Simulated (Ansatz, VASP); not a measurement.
## Se: VASP beside Ansatz

```
Se
1.0
     2.76292    0.00000    0.00000
     0.00000    2.76292    0.00000
     0.00000    0.00000    2.76292
Se
1
Direct
  0.00000 0.00000 0.00000
```

Change from the starting cell: volume scaled by 0.95.

Alike in both runs: task single point; functional PBEsol; k mesh 12 × 12 × 12; occupations fermi-dirac, width 0.03 eV; no spin polarisation.

|  | VASP | Ansatz |
| --- | --- | --- |
| version | VASP 6.6.1 | Ansatz 0.2.0 |
| potentials or method | VASP PAW PBE potentials, release 64 (Se), cutoff 520 eV | all-electron LAPW, scalar-relativistic |

```csv
,VASP,Ansatz,Ansatz less VASP
pressure (GPa),2.5,2.3,-0.14
```

VASP's potentials were made for PBE, not for PBEsol. Ansatz ran all-electron here, and VASP with PAW potentials.
